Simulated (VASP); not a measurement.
# TiAl (P-6m2) in VASP: further runs

The runs below take TiAl through single point, with LDA, PBEsol+D3(BJ).

Everything below comes from runs of VASP 6.6.1. Logs are shortened: lines on timing, memory, paths and dates and some standing lists are left out, and cuts for length are marked.

### Step 1. The cell of the first run

It takes space group P-6m2 (No. 187, hexagonal). Conventional cell: a = 2.923 Å, b = 2.923 Å, c = 4.770 Å, α = 90.00°, β = 90.00°, γ = 120.00°. Within 3.8 Å of Ti (site symmetry -6m2) lie 6 Al at 2.92 Å and 6 Ti at 2.92 Å. Within 3.8 Å of Al (site symmetry -6m2) lie 6 Ti at 2.92 Å and 6 Al at 2.92 Å.

### Step 2. Single point, LDA (volume scaled by 1.06)

INCAR reads:

```
ALGO = Fast
EDIFF = 1E-7
ENCUT = 520
ISIF = 2
ISMEAR = -1
LASPH = T
LCHARG = F
LREAL = F
LWAVE = F
NBANDS = 14
NELM = 60
PREC = Accurate
SIGMA = 0.05
```

KPOINTS reads:

```
k-points
0
Gamma
  11 11 6
```

POSCAR reads:

```
TiAl
1.0
    2.9234973377      0.0000000000      0.0000000000
   -1.4617486688      2.5318229623      0.0000000000
    0.0000000000      0.0000000000      4.7698334112
Ti Al
1 1
Direct
    0.0000000000      0.0000000000      0.0000000000
    0.3333333333      0.6666666667      0.5000000000
```

Potentials or basis: VASP PAW LDA potentials, release 64 (Ti_sv, Al).

The run is started by

```sh
cat potpaw_LDA.64/Ti_sv/POTCAR potpaw_LDA.64/Al/POTCAR > POTCAR
mpirun -np 1 vasp_std > vasp.out
```

OUTCAR:

```text
EDIFF = 1E-7
   ENCUT = 520
   ISIF = 2
   ISMEAR = -1
   LASPH = T
   LREAL = F
   NELM = 60
   PREC = Accurate

 ion  position               nearest neighbor table
   1  0.000  0.000  0.000-   2 2.92   2 2.92   2 2.92   2 2.92   2 2.92   2 2.92
   2  0.333  0.667  0.500-   1 2.92   1 2.92   1 2.92   1 2.92   1 2.92   1 2.92

  LATTYP: Found a hexagonal cell.
 ALAT       =     2.9234973377
 C/A-ratio  =     1.6315504549

  Lattice vectors:

 A1 = (   2.9234973377,   0.0000000000,   0.0000000000)
 A2 = (  -1.4617486688,   2.5318229623,   0.0000000000)
 A3 = (   0.0000000000,   0.0000000000,   4.7698334112)

Analysis of symmetry for initial positions (statically):
=====================================================================
 Subroutine PRICEL returns:
 Original cell was already a primitive cell.

 Routine SETGRP: Setting up the symmetry group for a
 hexagonal supercell.

 Subroutine GETGRP returns: Found 12 space group operations
 (whereof 12 operations were pure point group operations)
 out of a pool of 24 trial point group operations.

The static configuration has the point symmetry D_3h.

Analysis of symmetry for dynamics (positions and initial velocities):
=====================================================================
 Subroutine PRICEL returns:
 Original cell was already a primitive cell.

 Routine SETGRP: Setting up the symmetry group for a
 hexagonal supercell.

 Subroutine GETGRP returns: Found 12 space group operations
 (whereof 12 operations were pure point group operations)
 out of a pool of 24 trial point group operations.

The dynamic configuration has the point symmetry D_3h.

 Subroutine INISYM returns: Found 12 space group operations
 (whereof 12 operations are pure point group operations),
 and found     1 'primitive' translations

----------------------------------------------------------------------------------------

                                     Primitive cell

  volume of cell :      35.3052

  direct lattice vectors                    reciprocal lattice vectors
     2.923497338  0.000000000  0.000000000     0.342056067  0.197486162  0.000000000
    -1.461748669  2.531822962  0.000000000     0.000000000  0.394972324  0.000000000
     0.000000000  0.000000000  4.769833411     0.000000000  0.000000000  0.209650928

  length of vectors
     2.923497338  2.923497338  4.769833411     0.394972324  0.394972324  0.209650928

  position of ions in fractional coordinates (direct lattice)
     0.000000000  0.000000000  0.000000000
     0.333333333  0.666666667  0.500000000

  ion indices of the primitive-cell ions
   primitive index   ion index
                 1           1
                 2           2

----------------------------------------------------------------------------------------

 KPOINTS: k-points

Automatic generation of k-mesh.
 Grid dimensions read from file:
 generate k-points for:   11   11    6

 Generating k-lattice:

  Cartesian coordinates                     Fractional coordinates (reciprocal lattice)
     0.031096006  0.017953287  0.000000000     0.090909091 -0.000000000  0.000000000
     0.000000000  0.035906575  0.000000000     0.000000000  0.090909091  0.000000000
     0.000000000  0.000000000  0.034941821     0.000000000  0.000000000  0.166666667

  Length of vectors
     0.035906575  0.035906575  0.034941821

  Shift w.r.t. Gamma in fractional coordinates (k-lattice)
     0.000000000  0.000000000  0.000000000

 Subroutine IBZKPT returns following result:
 ===========================================

 Found     64 irreducible k-points:

 Following reciprocal coordinates:
            Coordinates               Weight
  0.000000  0.000000  0.000000      1.000000
  0.090909 -0.000000  0.000000      6.000000
  0.181818 -0.000000  0.000000      6.000000
  0.272727 -0.000000  0.000000      6.000000
  0.363636 -0.000000  0.000000      6.000000
  0.454545 -0.000000  0.000000      6.000000
[... 16 lines left out ...]
  0.090909  0.090909  0.166667     12.000000
  0.181818  0.090909  0.166667     24.000000
 [... further k-points ...]
   k-points           NKPTS =     64   k-points in BZ     NKDIM =     64   number of bands    NBANDS=     14
   number of dos      NEDOS =    301   number of ions     NIONS =      2
   total plane-waves  NPLWV =  20736
   dimension x,y,z NGX =    24 NGY =   24 NGZ =   36
   dimension x,y,z NGXF=    48 NGYF=   48 NGZF=   72
   ions per type =               1   1
   NGX,Y,Z   is equivalent  to a cutoff of  13.65, 13.65, 12.55 a.u.
   NGXF,Y,Z  is equivalent  to a cutoff of  27.30, 27.30, 25.09 a.u.
 SYSTEM =  unknown system
   PREC   = accura    normal or accurate (medium, high low for compatibility)
   ISTART =      0    job   : 0-new  1-cont  2-samecut
   ICHARG =      2    charge: 1-file 2-atom 10-const
   ISPIN  =      1    spin polarized calculation?
   LNONCOLLINEAR =      F non collinear calculations
   LSORBIT =      F    spin-orbit coupling
   LASPH  =      T    aspherical Exc in radial PAW
   ENCUT  =  520.0 eV  38.22 Ry    6.18 a.u.   5.44  5.44  8.87*2*pi/ulx,y,z
   NELM   =     60;   NELMIN=  2; NELMDL= -5     # of ELM steps
   EDIFF  = 0.1E-06   stopping-criterion for ELM
   LREAL  =      F    real-space projection
   EDIFFG = 0.1E-05   stopping-criterion for IOM
   NSW    =      0    number of steps for IOM
   IBRION =     -1    ionic relax: 0-MD 1-quasi-New 2-CG
   NFREE  =      0    steps in history (QN), initial steepest desc. (CG)
   ISIF   =      2    stress and relaxation
   ISYM   =      2    0-nonsym 1-usesym 2-fastsym
   POTIM  = 0.5000    time-step for ionic-motion
   TEBEG  =    0.0;   TEEND  =   0.0 temperature during run
   PSTRESS=    0.0 pullay stress
   NELECT =      15.0000    total number of electrons
   NUPDOWN=      -1.0000    fix difference up-down
   EMIN   =  10.00;   EMAX   =-10.00  energy-range for DOS
   EFERMI =   0.00;   METHOD = LEGACY
   ISMEAR =    -1;   SIGMA  =   0.05  broadening in eV -4-tet -1-fermi 0-gaus
   EFERMI_NEDOS =   21; number of points for ismear=-14 and -15
   IALGO  =     68    algorithm
   IMIX   =      4    mixing-type and parameters
     AMIX     =   0.40;   BMIX     =  1.00
     AMIX_MAG =   1.60;   BMIX_MAG =  1.00
  volume/ion in A,a.u.               =      17.65       119.13
  Fermi-wavevector in a.u.,A,eV,Ry     =   1.230719  2.325721 20.608320  1.514669
  Thomas-Fermi vector in A             =   2.365556
   LORBIT       =      0    0 simple, 1 ext, 2 COOP (PROOUT), +10 PAW based schemes
   GGA     = CA    functional components
   LHFCALC =     F    Hartree Fock is set to
   AEXX    =    0.0000 exact exchange contribution
   IVDW    =     0    specifies the selected vdW correction
   LEPSILON=     F    determine dielectric tensor
   LRPA    =     F    only Hartree local field effects (RPA)
 non-spin polarized calculation
 RMM-DIIS sequential band-by-band and
  energy-cutoff  :      520.00
  volume of cell :       35.31
 maximum number of plane-waves:       989
 NGX is ok and might be reduce to    24
   NGX = 11   NGY = 11   NGZ = 17

 number of electron      14.9999996 magnetization

 Free energy of the ion-electron system (eV)
  ---------------------------------------------------
  ext. energy  EPLUGINS =         0.00000000
  ---------------------------------------------------
  free energy    TOTEN  =       -13.11379932 eV

  energy without entropy =      -13.08872844  energy(sigma->0) =      -13.10126388

 E-fermi :   7.0403     XC(G=0): -10.9058

 val. band max:        7.0392683542   @ k =   0.2727   0.0909   0.0000
 cond. band min:       7.0549823759   @ k =   0.3636   0.2727   0.3333
 fundamental gap:      0.0157140217
 Fermi energy:         7.0402581655

 k-point     1 :       0.0000    0.0000    0.0000
  band No.  band energies     occupation
      1     -48.9067      2.00000
      2     -25.5981      2.00000
      3     -25.2335      2.00000
      4     -25.2335      2.00000
      5      -1.5400      2.00000
      6       4.8341      2.00000
      7       5.3385      2.00000
      8       8.2207      0.00000
      9       8.2207      0.00000
     10       9.5722      0.00000
     11       9.5722      0.00000
     12      10.6423      0.00000
     13      19.3506      0.00000
     14      19.3506      0.00000

 k-point     2 :       0.0909   -0.0000    0.0000
  band No.  band energies     occupation
      1     -48.9004      2.00000
      2     -25.5919      2.00000
      3     -25.2734      2.00000
      4     -25.2426      2.00000
      5      -1.3435      2.00000
      6       5.0459      2.00000
      7       5.3655      2.00000
      8       8.0472      0.00000
      9       8.3753      0.00000
     10       9.5215      0.00000
     11       9.6221      0.00000
     12      10.6855      0.00000
     13      16.9813      0.00000
     14      18.0111      0.00000

 k-point     3 :       0.1818   -0.0000    0.0000
  band No.  band energies     occupation
      1     -48.8837      2.00000
      2     -25.5753      2.00000
      3     -25.3798      2.00000
      4     -25.2670      2.00000
      5      -0.7617      2.00000
      6       5.4359      2.00000
      7       5.6013      2.00000
      8       7.6393      0.00001
      9       8.8138      0.00000
     10       9.3881      0.00000
     11       9.7905      0.00000
     12      10.7912      0.00000
     13      14.1538      0.00000
     14      16.6972      0.00000

 k-point     4 :       0.2727   -0.0000    0.0000
  band No.  band energies     occupation
      1     -48.8616      2.00000
      2     -25.5534      2.00000
      3     -25.5172      2.00000
      4     -25.2988      2.00000
      5       0.1842      2.00000
      6       5.5231      2.00000
      7       6.1184      2.00000
      8       7.2745      0.01830
      9       9.2188      0.00000
     10       9.4542      0.00000
     11      10.1128      0.00000
     12      10.8067      0.00000
     13      11.9737      0.00000
     14      15.6660      0.00000

 k-point     5 :       0.3636   -0.0000    0.0000
  band No.  band energies     occupation
      1     -48.8412      2.00000
      2     -25.6415      2.00000
      3     -25.5333      2.00000
      4     -25.3279      2.00000
      5       1.4588      2.00000
      6       5.5979      2.00000
      7       5.9765      2.00000
      8       6.7579      1.99297
      9       9.0684      0.00000
     10      10.1403      0.00000
     11      10.4863      0.00000
[... 276 lines left out ...]
 k-point    22 :       0.4545   -0.0000    0.1667
  band No.  band energies     occupation
      1     -48.8291      2.00000
      2     -25.7145      2.00000
      3     -25.5217      2.00000
      4     -25.3451      2.00000
      5       3.0570      2.00000
      6       4.6384      2.00000
      7       5.9573      2.00000
      8       6.3064      2.00000
      9       8.9329      0.00000
     10       9.4776      0.00000
     11      10.6206      0.00000
     12      11.0975      0.00000
     13      12.6069      0.00000
     14      14.7607      0.00000

 k-point    23 :       0.0909    0.0909    0.1667
  band No.  band energies     occupation
      1     -48.8889      2.00000
      2     -25.5812      2.00000
      3     -25.3441      2.00000
      4     -25.2618      2.00000
      5      -0.8064      2.00000
      6       4.2570      2.00000
      7       6.3059      2.00000
      8       7.7508      0.00000
      9       8.6891      0.00000
     10       9.3600      0.00000
     11       9.3762      0.00000
     12      11.6735      0.00000
     13      15.6357      0.00000
     14      15.8200      0.00000

 k-point    24 :       0.1818    0.0909    0.1667
  band No.  band energies     occupation
      1     -48.8695      2.00000
      2     -25.5619      2.00000
      3     -25.4598      2.00000
      4     -25.2961      2.00000
      5      -0.0571      2.00000
      6       4.7812      2.00000
      7       6.5388      1.99991
      8       7.3284      0.00627
      9       9.1106      0.00000
     10       9.2453      0.00000
     11       9.3450      0.00000
     12      11.9364      0.00000
     13      13.2893      0.00000
     14      14.6860      0.00000

 [... further k-points ...]
[... 5 lines left out ...]
  --------------------------------------------------------------------------------------
  -------------------------------------------------------------------------------------
  Total       -2.2423086     -2.2423086     -2.6956950     -0.0000000      0.0000000      0.0000000
  in kB     -101.7575664   -101.7575664   -122.3325642     -0.0000000      0.0000000      0.0000000
  external PRESSURE =    -108.6158990 kB  Pullay stress =       0.0000000 kB

 VOLUME and BASIS-vectors are now :
 -----------------------------------------------------------------------------
  energy-cutoff  :      520.00
  volume of cell :       35.31
      direct lattice vectors                 reciprocal lattice vectors
     2.923497338  0.000000000  0.000000000     0.342056067  0.197486162  0.000000000
    -1.461748669  2.531822962  0.000000000     0.000000000  0.394972324  0.000000000
     0.000000000  0.000000000  4.769833411     0.000000000  0.000000000  0.209650928

 POSITION                                       TOTAL-FORCE (eV/Angst)
 -----------------------------------------------------------------------------------
      0.00000      0.00000      0.00000        -0.000000      0.000000      0.000000
     -0.00000      1.68788      2.38492         0.000000      0.000000      0.000000
 -----------------------------------------------------------------------------------
    total drift:                                0.000000     -0.000000      0.000000

  FREE ENERGIE OF THE ION-ELECTRON SYSTEM (eV)
  ---------------------------------------------------
  free  energy   TOTEN  =       -13.1137993168 eV

  energy  without entropy=      -13.0887284425  energy(sigma->0) =      -13.10126388
```

Wall time 40 s (1 thread of Intel Xeon Platinum 8488C (Sapphire Rapids), shared host); peak memory 0.15 GiB.

Results:

```
Free energy : -13.1138 eV
Pressure    : -10.9 GPa
```

(Part 1 of 2 ends here.)
